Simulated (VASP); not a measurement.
# Si (P6/mmm) in VASP: notebook

The runs below take Si through single point, with LDA.

Program: VASP 6.6.1. These are calculated values, not measurements. Logs are shortened: lines on timing, memory, paths and dates and some standing lists are left out, and cuts for length are marked.

### Step 1. The cell of the first run

Symmetry: P6/mmm, No. 191, hexagonal system. Conventional cell: a = 2.478 Å, b = 2.478 Å, c = 2.533 Å, α = 90.00°, β = 90.00°, γ = 120.00°. Si (site symmetry 6/mmm) has 8 Si at 2.48 to 2.53 Å within 3.3 Å.

### Step 2. Single point, LDA (strain -0.050 along x and y, +0.025 along z)

Contents of INCAR:

```
SYSTEM = Si
PREC     = Accurate       ! precision mode
ENCUT    = 520            ! plane-wave cutoff, eV
EDIFF    = 1E-6           ! SCF threshold, eV
ISMEAR   = 0              ! smearing method
SIGMA    = 0.15           ! smearing width, eV
LREAL    = .False.        ! projectors in reciprocal space
LASPH    = .True.         ! aspherical terms in the spheres
NELM     = 100            ! most SCF steps
ALGO     = Normal         ! electronic algorithm
ISIF     = 2              ! what is computed and relaxed
LWAVE    = .False.        ! write WAVECAR
LCHARG   = .False.        ! write CHGCAR
NBANDS   = 8              ! bands
```

Contents of KPOINTS:

```
regular mesh
0
Gamma
  24 24 24
  0 0 0
```

Contents of POSCAR:

```
Si
1.0
    2.4780668558      0.0000000000      0.0000000000
   -1.2390334279      2.1460688494      0.0000000000
    0.0000000000      0.0000000000      2.5325302362
Si
1
Direct
    0.0000000000      0.0000000000      0.0000000000
```

Potentials or basis: VASP PAW LDA potentials, release 64 (Si).

Run with:

```sh
cat potpaw_LDA.64/Si/POTCAR > POTCAR
mpirun -np 1 vasp_std > vasp.out
```

OUTCAR:

```text
SYSTEM = Si
   PREC = Accurate
   ENCUT = 520
   EDIFF = 1E-6
   ISMEAR = 0
   LREAL = .False.
   LASPH = .True.
   NELM = 100
   ISIF = 2

 ion  position               nearest neighbor table
   1  0.000  0.000  0.000-

  LATTYP: Found a hexagonal cell.
 ALAT       =     2.4780668558
 C/A-ratio  =     1.0219781723

  Lattice vectors:

 A1 = (   2.4780668558,   0.0000000000,   0.0000000000)
 A2 = (  -1.2390334279,   2.1460688494,   0.0000000000)
 A3 = (   0.0000000000,   0.0000000000,   2.5325302362)

Analysis of symmetry for initial positions (statically):
=====================================================================
 Subroutine PRICEL returns:
 Original cell was already a primitive cell.

 Routine SETGRP: Setting up the symmetry group for a
 hexagonal supercell.

 Subroutine GETGRP returns: Found 24 space group operations
 (whereof 24 operations were pure point group operations)
 out of a pool of 24 trial point group operations.

The static configuration has the point symmetry D_6h.

Analysis of symmetry for dynamics (positions and initial velocities):
=====================================================================
 Subroutine PRICEL returns:
 Original cell was already a primitive cell.

 Routine SETGRP: Setting up the symmetry group for a
 hexagonal supercell.

 Subroutine GETGRP returns: Found 24 space group operations
 (whereof 24 operations were pure point group operations)
 out of a pool of 24 trial point group operations.

The dynamic configuration has the point symmetry D_6h.

 Subroutine INISYM returns: Found 24 space group operations
 (whereof 24 operations are pure point group operations),
 and found     1 'primitive' translations

----------------------------------------------------------------------------------------

                                     Primitive cell

  volume of cell :      13.4683

  direct lattice vectors                    reciprocal lattice vectors
     2.478066856  0.000000000  0.000000000     0.403540364  0.232984138  0.000000000
    -1.239033428  2.146068849  0.000000000     0.000000000  0.465968275  0.000000000
     0.000000000  0.000000000  2.532530236     0.000000000  0.000000000  0.394862018

  length of vectors
     2.478066856  2.478066856  2.532530236     0.465968275  0.465968275  0.394862018

[... 71 lines left out ...]
   ICHARG =      2    charge: 1-file 2-atom 10-const
   ISPIN  =      1    spin polarized calculation?
   LNONCOLLINEAR =      F non collinear calculations
   LSORBIT =      F    spin-orbit coupling
   LASPH  =      T    aspherical Exc in radial PAW
   ENCUT  =  520.0 eV  38.22 Ry    6.18 a.u.   4.61  4.61  4.71*2*pi/ulx,y,z
   NELM   =    100;   NELMIN=  2; NELMDL= -5     # of ELM steps
   EDIFF  = 0.1E-05   stopping-criterion for ELM
   LREAL  =      F    real-space projection
   EDIFFG = 0.1E-04   stopping-criterion for IOM
   NSW    =      0    number of steps for IOM
   IBRION =     -1    ionic relax: 0-MD 1-quasi-New 2-CG
   NFREE  =      0    steps in history (QN), initial steepest desc. (CG)
   ISIF   =      2    stress and relaxation
   ISYM   =      2    0-nonsym 1-usesym 2-fastsym
   POTIM  = 0.5000    time-step for ionic-motion
   TEBEG  =    0.0;   TEEND  =   0.0 temperature during run
   PSTRESS=    0.0 pullay stress
   NELECT =       4.0000    total number of electrons
   NUPDOWN=      -1.0000    fix difference up-down
   EMIN   =  10.00;   EMAX   =-10.00  energy-range for DOS
   EFERMI =   0.00;   METHOD = LEGACY
   ISMEAR =     0;   SIGMA  =   0.15  broadening in eV -4-tet -1-fermi 0-gaus
   EFERMI_NEDOS =   21; number of points for ismear=-14 and -15
   IALGO  =     38    algorithm
   IMIX   =      4    mixing-type and parameters
     AMIX     =   0.40;   BMIX     =  1.00
     AMIX_MAG =   1.60;   BMIX_MAG =  1.00
  volume/ion in A,a.u.               =      13.47        90.89
  Fermi-wavevector in a.u.,A,eV,Ry     =   1.092256  2.064064 16.232062  1.193023
  Thomas-Fermi vector in A             =   2.228518
   LORBIT       =      0    0 simple, 1 ext, 2 COOP (PROOUT), +10 PAW based schemes
   GGA     = CA    functional components
   LHFCALC =     F    Hartree Fock is set to
   AEXX    =    0.0000 exact exchange contribution
   IVDW    =     0    specifies the selected vdW correction
   LEPSILON=     F    determine dielectric tensor
   LRPA    =     F    only Hartree local field effects (RPA)
 non-spin polarized calculation
 Gauss-broadening in eV      SIGMA  =   0.15
  energy-cutoff  :      520.00
  volume of cell :       13.47
 maximum number of plane-waves:       387
   NGX =  9   NGY =  9   NGZ =  9

 number of electron       4.0000001 magnetization

 Free energy of the ion-electron system (eV)
  ---------------------------------------------------
  ext. energy  EPLUGINS =         0.00000000
  ---------------------------------------------------
  free energy    TOTEN  =        -5.64870103 eV

  energy without entropy =       -5.64479423  energy(sigma->0) =       -5.64674763

 E-fermi :  10.7686     XC(G=0): -11.4858

 val. band max:       10.7658077759   @ k =   0.3750   0.2500   0.4167
 cond. band min:      10.7706566527   @ k =   0.2083   0.1667   0.2500
 fundamental gap:      0.0048488768
 Fermi energy:        10.7685914940

 k-point     1 :       0.0000    0.0000    0.0000
  band No.  band energies     occupation
      1      -4.1322      2.00000
      2      16.7668      0.00000
      3      17.3230      0.00000
      4      23.6976      0.00000
      5      23.6976      0.00000
      6      24.2912      0.00000
      7      24.2912      0.00000
      8      30.2414      0.00000
[... 243 lines left out ...]
 k-point    24 :       0.4583    0.0417    0.0000
  band No.  band energies     occupation
      1       2.9780      2.00000
      2       4.2291      2.00000
      3      16.1059      0.00000
      4      19.3965      0.00000
      5      22.5726      0.00000
      6      24.4942      0.00000
      7      27.9234      0.00000
      8      29.0537      0.00000

 [... further k-points ...]
[... 5 lines left out ...]
  --------------------------------------------------------------------------------------
  -------------------------------------------------------------------------------------
  Total        1.6378301      1.6378301     -0.4140205      0.0000000      0.0000000      0.0000000
  in kB      194.8355152    194.8355152    -49.2516820      0.0000000      0.0000000      0.0000000
  external PRESSURE =     113.4731161 kB  Pullay stress =       0.0000000 kB

 VOLUME and BASIS-vectors are now :
 -----------------------------------------------------------------------------
  energy-cutoff  :      520.00
  volume of cell :       13.47
      direct lattice vectors                 reciprocal lattice vectors
     2.478066856  0.000000000  0.000000000     0.403540364  0.232984138  0.000000000
    -1.239033428  2.146068849  0.000000000     0.000000000  0.465968275  0.000000000
     0.000000000  0.000000000  2.532530236     0.000000000  0.000000000  0.394862018

 POSITION                                       TOTAL-FORCE (eV/Angst)
 -----------------------------------------------------------------------------------
      0.00000      0.00000      0.00000         0.000000      0.000000      0.000000
 -----------------------------------------------------------------------------------
    total drift:                               -0.000000      0.000000      0.000000

  FREE ENERGIE OF THE ION-ELECTRON SYSTEM (eV)
  ---------------------------------------------------
  free  energy   TOTEN  =        -5.6487010271 eV

  energy  without entropy=       -5.6447942302  energy(sigma->0) =       -5.64674763
```

Run time: 45 s. Hardware: 1 thread of Intel Xeon Platinum 8259CL at 2.50GHz (Skylake/Cascade Lake), shared host; peak memory 0.17 GiB.

What came out:

```yaml
Free_energy: -5.6487 eV
Pressure: 11.3 GPa
Band_gap_on_the_k_mesh: zero (band 2 reaches 17.00 eV, above the bottom of band 3 at 6.11 eV)
```

Levels at points of the mesh, in eV from the Fermi level:
```tsv
k point	band 1	band 2	band 3	band 4	band 5	band 6
(0.00, 0.00, 0.00)	-14.90	6.00	6.55	12.93	12.93	13.52
(0.50, 0.00, 0.00)	-7.23	-7.21	6.66	7.28	11.94	13.50
(0.00, 0.00, 0.50)	-10.63	-7.86	15.65	15.65	16.04	16.04
(0.50, 0.00, 0.50)	-3.92	-2.17	-1.65	1.20	9.79	13.18
```

Caveat: the cell differs from its parent crystal (strain -0.050 along x and y, +0.025 along z).

### Step 3. Single point, LDA (strain -0.025 along x and y, -0.025 along z)

Contents of INCAR:

```
PREC = Accurate
ENCUT = 520
EDIFF = 1E-6
ISMEAR = 0
SIGMA = 0.15
LREAL = F
LASPH = T
NELM = 100
ALGO = Normal
ISIF = 2
LWAVE = F
LCHARG = F
NBANDS = 8
```

Contents of KPOINTS:

```
regular mesh
0
Gamma
  24 24 24
```

Contents of POSCAR:

```
Si
1.0
    2.5432791415      0.0000000000      0.0000000000
   -1.2716395708      2.2025443455      0.0000000000
    0.0000000000      0.0000000000      2.4089921758
Si
1
Direct
    0.0000000000      0.0000000000      0.0000000000
```

Potentials or basis: VASP PAW LDA potentials, release 64 (Si).

Run with:

```sh
cat potpaw_LDA.64/Si/POTCAR > POTCAR
mpirun -np 1 vasp_std > vasp.out
```

Run time: 39 s. Hardware: 1 thread of Intel Xeon Platinum 8259CL at 2.50GHz (Skylake/Cascade Lake), shared host; peak memory 0.17 GiB.

The run converged. Its results:

- Free energy: -5.7051 eV
- Pressure: 10.6 GPa
- Band gap on the k mesh: zero (band 2 reaches 18.30 eV, above the bottom of band 3 at 5.82 eV)

Stress tensor (GPa, compression positive):
```
11.10  0.00  0.00
 0.00 11.10  0.00
 0.00  0.00  9.60
```

Levels at points of the mesh, in eV from the Fermi level:
| k point | band 1 | band 2 | band 3 | band 4 | band 5 | band 6 | band 7 |
| --- | --- | --- | --- | --- | --- | --- | --- |
| (0.00, 0.00, 0.00) | -14.89 | 7.48 | 8.29 | 11.25 | 11.25 | 12.62 | 12.62 |
| (0.50, 0.00, 0.00) | -7.82 | -7.35 | 5.56 | 6.62 | 13.67 | 15.42 | 17.89 |
| (0.00, 0.00, 0.50) | -9.67 | -7.81 | 15.16 | 15.16 | 15.46 | 15.46 | 17.17 |
| (0.50, 0.00, 0.50) | -3.23 | -2.24 | -1.72 | 1.11 | 9.49 | 12.79 | 13.17 |

Caveat: the cell differs from its parent crystal (strain -0.025 along x and y, -0.025 along z).
